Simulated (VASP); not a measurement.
# ZnCu in VASP: further runs

Runs on ZnCu. Level: PBE. Tasks: single point.

Everything below comes from runs of VASP 6.6.1. Logs are shortened: lines on timing, memory, paths and dates and some standing lists are left out, and cuts for length are marked.

## 1. The cell of the first run

It takes space group Pm-3m (No. 221, cubic). Conventional cell: a = 2.869 Å, b = 2.869 Å, c = 2.869 Å, α = 90.00°, β = 90.00°, γ = 90.00°. Zn (site symmetry m-3m) has 8 Cu at 2.48 Å and 6 Zn at 2.87 Å within 3.3 Å. Within 3.3 Å of Cu (site symmetry m-3m) lie 8 Zn at 2.48 Å and 6 Cu at 2.87 Å.

## 2. Single point, PBE (strained)

Input file INCAR:

```
SYSTEM = ZnCu
PREC = Accurate
ENCUT = 700
EDIFF = 1E-6
ISMEAR = 0
SIGMA = 0.1
LREAL = .FALSE.
LASPH = .TRUE.
NELM = 120
ALGO = Normal
ISIF = 2
LWAVE = .FALSE.
LCHARG = .FALSE.
GGA = PE
NBANDS = 22
GGA_COMPAT = .FALSE.
```

Input file KPOINTS:

```
Automatic mesh
0
G
  14 14 14
  0 0 0
```

Input file POSCAR:

```
ZnCu
1.0
    2.8692251500      0.0000000000      0.0000000000
    0.0000000000      2.8692251500      0.0000000000
    0.0000000000      0.0000000000      2.8692251500
Zn Cu
1 1
Direct
    0.5000000000      0.5000000000      0.5000000000
    0.0000000000      0.0000000000      0.0000000000
```

Potentials or basis: VASP PAW PBE potentials, release 64 (Zn, Cu_sv_GW).

Run with:

```console
cat potpaw_PBE.64/Zn/POTCAR potpaw_PBE.64/Cu_sv_GW/POTCAR > POTCAR
mpirun -np 1 vasp_std > vasp.out
```

OUTCAR:

```text
SYSTEM = ZnCu
   PREC = Accurate
   ENCUT = 700
   EDIFF = 1E-6
   ISMEAR = 0
   LREAL = .FALSE.
   LASPH = .TRUE.
   NELM = 120
   ISIF = 2
   GGA = PE

 ion  position               nearest neighbor table
   1  0.500  0.500  0.500-   2 2.48   2 2.48   2 2.48   2 2.48   2 2.48   2 2.48   2 2.48   2 2.48

   2  0.000  0.000  0.000-   1 2.48   1 2.48   1 2.48   1 2.48   1 2.48   1 2.48   1 2.48   1 2.48

  LATTYP: Found a simple cubic cell.
 ALAT       =     2.8692251500

  Lattice vectors:

 A1 = (   2.8692251500,   0.0000000000,   0.0000000000)
 A2 = (   0.0000000000,   2.8692251500,   0.0000000000)
 A3 = (   0.0000000000,   0.0000000000,   2.8692251500)

Analysis of symmetry for initial positions (statically):
=====================================================================
 Subroutine PRICEL returns:
 Original cell was already a primitive cell.

 Routine SETGRP: Setting up the symmetry group for a
 simple cubic supercell.

 Subroutine GETGRP returns: Found 48 space group operations
 (whereof 48 operations were pure point group operations)
 out of a pool of 48 trial point group operations.

The static configuration has the point symmetry O_h .

Analysis of symmetry for dynamics (positions and initial velocities):
=====================================================================
 Subroutine PRICEL returns:
 Original cell was already a primitive cell.

 Routine SETGRP: Setting up the symmetry group for a
 simple cubic supercell.

 Subroutine GETGRP returns: Found 48 space group operations
 (whereof 48 operations were pure point group operations)
 out of a pool of 48 trial point group operations.

The dynamic configuration has the point symmetry O_h .

 Subroutine INISYM returns: Found 48 space group operations
 (whereof 48 operations are pure point group operations),
 and found     1 'primitive' translations

----------------------------------------------------------------------------------------

                                     Primitive cell

  volume of cell :      23.6208

  direct lattice vectors                    reciprocal lattice vectors
     2.869225150  0.000000000  0.000000000     0.348526152  0.000000000  0.000000000
     0.000000000  2.869225150  0.000000000     0.000000000  0.348526152  0.000000000
     0.000000000  0.000000000  2.869225150     0.000000000  0.000000000  0.348526152

  length of vectors
     2.869225150  2.869225150  2.869225150     0.348526152  0.348526152  0.348526152

  position of ions in fractional coordinates (direct lattice)
     0.500000000  0.500000000  0.500000000
     0.000000000  0.000000000  0.000000000

  ion indices of the primitive-cell ions
   primitive index   ion index
                 1           1
                 2           2

----------------------------------------------------------------------------------------

 KPOINTS: Automatic mesh

Automatic generation of k-mesh.
 Grid dimensions read from file:
 generate k-points for:   14   14   14

 Generating k-lattice:

  Cartesian coordinates                     Fractional coordinates (reciprocal lattice)
     0.024894725  0.000000000  0.000000000     0.071428571  0.000000000  0.000000000
     0.000000000  0.024894725  0.000000000     0.000000000  0.071428571  0.000000000
     0.000000000  0.000000000  0.024894725     0.000000000  0.000000000  0.071428571

  Length of vectors
     0.024894725  0.024894725  0.024894725

  Shift w.r.t. Gamma in fractional coordinates (k-lattice)
     0.000000000  0.000000000  0.000000000

 Subroutine IBZKPT returns following result:
 ===========================================

 Found    120 irreducible k-points:

 Following reciprocal coordinates:
            Coordinates               Weight
  0.000000  0.000000  0.000000      1.000000
  0.071429  0.000000  0.000000      6.000000
  0.142857  0.000000  0.000000      6.000000
  0.214286  0.000000  0.000000      6.000000
  0.285714  0.000000  0.000000      6.000000
  0.357143  0.000000  0.000000      6.000000
[... 16 lines left out ...]
  0.285714  0.214286  0.000000     24.000000
  0.357143  0.214286  0.000000     24.000000
 [... further k-points ...]
   k-points           NKPTS =    120   k-points in BZ     NKDIM =    120   number of bands    NBANDS=     22
   number of dos      NEDOS =    301   number of ions     NIONS =      2
   total plane-waves  NPLWV =  21952
   dimension x,y,z NGX =    28 NGY =   28 NGZ =   28
   dimension x,y,z NGXF=    56 NGYF=   56 NGZF=   56
   ions per type =               1   1
   NGX,Y,Z   is equivalent  to a cutoff of  16.22, 16.22, 16.22 a.u.
   NGXF,Y,Z  is equivalent  to a cutoff of  32.45, 32.45, 32.45 a.u.
 SYSTEM =  ZnCu
   PREC   = accura    normal or accurate (medium, high low for compatibility)
   ISTART =      0    job   : 0-new  1-cont  2-samecut
   ICHARG =      2    charge: 1-file 2-atom 10-const
   ISPIN  =      1    spin polarized calculation?
   LNONCOLLINEAR =      F non collinear calculations
   LSORBIT =      F    spin-orbit coupling
   LASPH  =      T    aspherical Exc in radial PAW
   ENCUT  =  700.0 eV  51.45 Ry    7.17 a.u.   6.19  6.19  6.19*2*pi/ulx,y,z
   NELM   =    120;   NELMIN=  2; NELMDL= -5     # of ELM steps
   EDIFF  = 0.1E-05   stopping-criterion for ELM
   LREAL  =      F    real-space projection
[... 7 lines left out ...]
   TEBEG  =    0.0;   TEEND  =   0.0 temperature during run
   PSTRESS=    0.0 pullay stress
   NELECT =      31.0000    total number of electrons
   NUPDOWN=      -1.0000    fix difference up-down
   EMIN   =  10.00;   EMAX   =-10.00  energy-range for DOS
   EFERMI =   0.00;   METHOD = LEGACY
   ISMEAR =     0;   SIGMA  =   0.10  broadening in eV -4-tet -1-fermi 0-gaus
   EFERMI_NEDOS =   21; number of points for ismear=-14 and -15
   IALGO  =     38    algorithm
   IMIX   =      4    mixing-type and parameters
     AMIX     =   0.40;   BMIX     =  1.00
     AMIX_MAG =   1.60;   BMIX_MAG =  1.00
  volume/ion in A,a.u.               =      11.81        79.70
  Fermi-wavevector in a.u.,A,eV,Ry     =   1.792383  3.387112 43.710568  3.212636
  Thomas-Fermi vector in A             =   2.854758
   LORBIT       =      0    0 simple, 1 ext, 2 COOP (PROOUT), +10 PAW based schemes
   GGA     = PE    functional components
   LHFCALC =     F    Hartree Fock is set to
   AEXX    =    0.0000 exact exchange contribution
   IVDW    =     0    specifies the selected vdW correction
   LEPSILON=     F    determine dielectric tensor
   LRPA    =     F    only Hartree local field effects (RPA)
 non-spin polarized calculation
 Gauss-broadening in eV      SIGMA  =   0.10
  energy-cutoff  :      700.00
  volume of cell :       23.62
 maximum number of plane-waves:      1021
 NGX is ok and might be reduce to    28
   NGX = 13   NGY = 13   NGZ = 13

 number of electron      31.0000016 magnetization

 Free energy of the ion-electron system (eV)
  ---------------------------------------------------
  ext. energy  EPLUGINS =         0.00000000
  ---------------------------------------------------
  free energy    TOTEN  =        -4.97606806 eV

  energy without entropy =       -4.97464260  energy(sigma->0) =       -4.97535533

 E-fermi :   6.3551     XC(G=0): -13.1609

 val. band max:        6.2256153745   @ k =   0.3571   0.2143   0.1429
 cond. band min:       6.3689615165   @ k =   0.4286   0.3571   0.2143
 fundamental gap:      0.1433461420
 Fermi energy:         6.3551129371

 k-point     1 :       0.0000    0.0000    0.0000
  band No.  band energies     occupation
      1    -106.8555      2.00000
      2     -64.2360      2.00000
      3     -64.2360      2.00000
      4     -64.2360      2.00000
      5      -4.6709      2.00000
      6      -1.8187      2.00000
[... 14 lines left out ...]
     21      19.8632      0.00000
     22      30.5459      0.00000

 k-point     2 :       0.0714    0.0000    0.0000
  band No.  band energies     occupation
      1    -106.8550      2.00000
      2     -64.2358      2.00000
      3     -64.2356      2.00000
      4     -64.2356      2.00000
      5      -4.5731      2.00000
      6      -1.8050      2.00000
[... 14 lines left out ...]
     21      20.3974      0.00000
     22      29.4714      0.00000

 k-point     3 :       0.1429    0.0000    0.0000
  band No.  band energies     occupation
      1    -106.8546      2.00000
      2     -64.2376      2.00000
      3     -64.2351      2.00000
      4     -64.2351      2.00000
      5      -4.2829      2.00000
      6      -1.7662      2.00000
[... 14 lines left out ...]
     21      22.3263      0.00000
     22      27.7195      0.00000

 k-point     4 :       0.2143    0.0000    0.0000
  band No.  band energies     occupation
      1    -106.8542      2.00000
      2     -64.2404      2.00000
      3     -64.2346      2.00000
      4     -64.2346      2.00000
      5      -3.8122      2.00000
      6      -1.7091      2.00000
[... 14 lines left out ...]
     21      25.0034      0.00000
     22      26.0321      0.00000

 k-point     5 :       0.2857    0.0000    0.0000
  band No.  band energies     occupation
      1    -106.8541      2.00000
      2     -64.2441      2.00000
      3     -64.2343      2.00000
      4     -64.2343      2.00000
      5      -3.1918      2.00000
      6      -1.6441      2.00000
[... 417 lines left out ...]
 k-point    22 :       0.2143    0.2143    0.0000
  band No.  band energies     occupation
      1    -106.8541      2.00000
      2     -64.2406      2.00000
      3     -64.2400      2.00000
      4     -64.2344      2.00000
      5      -3.0338      2.00000
      6      -1.6159      2.00000
[... 14 lines left out ...]
     21      24.6861      0.00000
     22      25.9931      0.00000

 k-point    23 :       0.2857    0.2143    0.0000
  band No.  band energies     occupation
      1    -106.8541      2.00000
      2     -64.2437      2.00000
      3     -64.2401      2.00000
      4     -64.2343      2.00000
      5      -2.5301      2.00000
      6      -1.5890      2.00000
[... 14 lines left out ...]
     21      24.7738      0.00000
     22      24.9776      0.00000

 k-point    24 :       0.3571    0.2143    0.0000
  band No.  band energies     occupation
      1    -106.8538      2.00000
      2     -64.2464      2.00000
      3     -64.2398      2.00000
      4     -64.2338      2.00000
      5      -2.0878      2.00000
      6      -1.5869      2.00000
[... 14 lines left out ...]
     21      23.0412      0.00000
     22      23.8289      0.00000

 [... further k-points ...]

------------------------ aborting loop because EDIFF is reached ----------------------------------------

  FORCE on cell =-STRESS in cart. coord.  units (eV):
  Direction    XX          YY          ZZ          XY          YZ          ZX
  --------------------------------------------------------------------------------------
  -------------------------------------------------------------------------------------
  Total        1.7494096      1.7494096      1.7494096     -0.0000000     -0.0000000      0.0000000
  in kB      118.6610525    118.6610525    118.6610525     -0.0000000     -0.0000000      0.0000000
  external PRESSURE =     118.6610525 kB  Pullay stress =       0.0000000 kB

 VOLUME and BASIS-vectors are now :
 -----------------------------------------------------------------------------
  energy-cutoff  :      700.00
  volume of cell :       23.62
      direct lattice vectors                 reciprocal lattice vectors
     2.869225150  0.000000000  0.000000000     0.348526152  0.000000000  0.000000000
     0.000000000  2.869225150  0.000000000     0.000000000  0.348526152  0.000000000
     0.000000000  0.000000000  2.869225150     0.000000000  0.000000000  0.348526152

 POSITION                                       TOTAL-FORCE (eV/Angst)
 -----------------------------------------------------------------------------------
      1.43461      1.43461      1.43461         0.000000      0.000000      0.000000
      0.00000      0.00000      0.00000         0.000000      0.000000      0.000000
 -----------------------------------------------------------------------------------
    total drift:                               -0.000000      0.000000      0.000000

  FREE ENERGIE OF THE ION-ELECTRON SYSTEM (eV)
  ---------------------------------------------------
  free  energy   TOTEN  =        -4.9760680621 eV

  energy  without entropy=       -4.9746426012  energy(sigma->0) =       -4.97535533
```

It took 59 s on 1 thread of Intel Xeon 6975P-C (Granite Rapids), shared host; peak memory 0.26 GiB.

What came out:

```yaml
Free_energy: -4.9761 eV
Pressure: 11.9 GPa
Band_gap_on_the_k_mesh: zero (an odd number of electrons rules out a gap without spin polarisation)
```

Caveat: the cell differs from its parent crystal (strained); the cell stands under pressure.

## 3. Single point, PBE (strained)

Input file INCAR:

```
ALGO = Normal
EDIFF = 1E-6
ENCUT = 700
GGA = PE
GGA_COMPAT = False
ISIF = 2
ISMEAR = 0
LASPH = True
LCHARG = False
LREAL = False
LWAVE = False
NBANDS = 22
NELM = 120
PREC = Accurate
SIGMA = 0.1
```

Input file KPOINTS:

```
k-points
0
Gamma
  12 12 12
```

Input file POSCAR:

```
ZnCu
1.0
    3.0292859000      0.0000000000      0.0000000000
    0.0000000000      3.0292859000      0.0000000000
    0.0000000000      0.0000000000      2.9409359000
Zn Cu
1 1
Direct
    0.5000000000      0.5000000000      0.5000000000
    0.0000000000      0.0000000000      0.0000000000
```

Potentials or basis: VASP PAW PBE potentials, release 64 (Zn, Cu_sv_GW).

Run with:

```console
cat potpaw_PBE.64/Zn/POTCAR potpaw_PBE.64/Cu_sv_GW/POTCAR > POTCAR
mpirun -np 1 vasp_std > vasp.out
```

Wall time 2.4 min (1 thread of AMD EPYC 9R45 (Zen 5), shared host); peak memory 0.31 GiB.

The run converged. Its results:

- Free energy: -5.0616 eV
- Pressure: -5.6 GPa
- Band gap on the k mesh: zero (an odd number of electrons rules out a gap without spin polarisation)

Stress tensor (GPa, compression positive):
```
-5.70  0.00  0.00
 0.00 -5.70  0.00
 0.00  0.00 -5.40
```

Levels at points of the mesh, in eV from the Fermi level:
```
           k point  band 14  band 15  band 16  band 17  band 18  band 19
(0.00, 0.00, 0.00)    -2.54    -2.54     5.73     5.73     6.74    10.71
(0.50, 0.00, 0.00)    -2.99    -2.60    -1.94    10.90    11.50    11.81
(0.50, 0.50, 0.00)    -2.36    -1.82    -1.82     1.42     1.71    13.89
(0.00, 0.00, 0.50)    -3.09    -2.64    -1.76    11.19    11.19    11.76
(0.50, 0.00, 0.50)    -2.31    -1.65    -1.60     1.69     2.02    13.17
(0.50, 0.50, 0.50)    -2.28     3.52     4.15     4.25     4.28     4.28
```

Caveat: the cell differs from its parent crystal (strained); the cell stands under tension.

## 4. Single point, PBE (12.23 Å³/atom)

This run uses another cell than the first one, of 12.23 Å³/atom.

Input file INCAR:

```
SYSTEM = ZnCu
ALGO = Fast ; EDIFF = 1E-7
ENCUT = 520 ; GGA = PE
ISIF = 2 ; ISMEAR = 0
LASPH = .True. ; LCHARG = .False.
LREAL = .False. ; LWAVE = .False.
NBANDS = 18 ; NELM = 60
PREC = Accurate ; SIGMA = 0.1
```

Input file KPOINTS:

```
k-points
0
Gamma
  14 14 14
  0 0 0
```

Input file POSCAR:

```
ZnCu
1.0
    2.9026925187      0.0000000000      0.0000000000
    0.0000000000      2.9026925187      0.0000000000
    0.0000000000      0.0000000000      2.9026925187
Zn Cu
1 1
Direct
    0.5000000000      0.5000000000      0.5000000000
    0.0000000000      0.0000000000      0.0000000000
```

Potentials or basis: VASP PAW PBE potentials, release 64 (Zn, Cu).

Run with:

```console
cat potpaw_PBE.64/Zn/POTCAR potpaw_PBE.64/Cu/POTCAR > POTCAR
mpirun -np 1 vasp_std > vasp.out
```

It took 36 s on 1 thread of Intel Xeon Platinum 8124M at 3.00GHz (Skylake/Cascade Lake), shared host; peak memory 0.18 GiB.

The run converged. Its results:

| Item | Value |
| --- | --- |
| Free energy | -4.9729 eV |
| Pressure | 8.9 GPa |
| Band gap on the k mesh | zero (an odd number of electrons rules out a gap without spin polarisation) |

Levels at points of the mesh, in eV from the Fermi level:
| k point | band 9 | band 10 | band 11 | band 12 | band 13 | band 14 | band 15 | band 16 |
| --- | --- | --- | --- | --- | --- | --- | --- | --- |
| (0.00, 0.00, 0.00) | -2.83 | -2.83 | -2.83 | 6.37 | 6.37 | 6.37 | 11.51 | 11.51 |
| (0.50, 0.00, 0.00) | -3.43 | -3.43 | -2.92 | -2.07 | 12.08 | 12.08 | 12.69 | 12.69 |
| (0.50, 0.50, 0.00) | -2.99 | -2.59 | -2.05 | -2.05 | 1.93 | 2.26 | 14.39 | 15.86 |
| (0.50, 0.50, 0.50) | -2.57 | -2.57 | 4.15 | 4.42 | 4.42 | 4.42 | 4.63 | 4.63 |

Caveat: the cell stands under pressure.

## 5. Overview

```tsv
potentials or basis	cell	k mesh	cutoff (eV)	gap on the mesh (eV)	pressure (GPa)
VASP PAW PBE potentials, release 64 (Zn, Cu_sv_GW)	a = 2.869 Å, 2 atoms	14 × 14 × 14	700	none	11.9
VASP PAW PBE potentials, release 64 (Zn, Cu_sv_GW)	a = 3.029, b = 3.029, c = 2.941 Å, 2 atoms	12 × 12 × 12	700	none	-5.6
VASP PAW PBE potentials, release 64 (Zn, Cu)	a = 2.903 Å, 2 atoms	14 × 14 × 14	520	none	8.9
```

Alike in all rows: task single point; level PBE; no spin polarisation; smearing gaussian 0.1 eV.

Caveats: the cell stands under pressure (at least some runs); the cell stands under tension (at least some runs).

Total energies depend on the potentials used, so only differences within one code and one set of settings carry meaning.
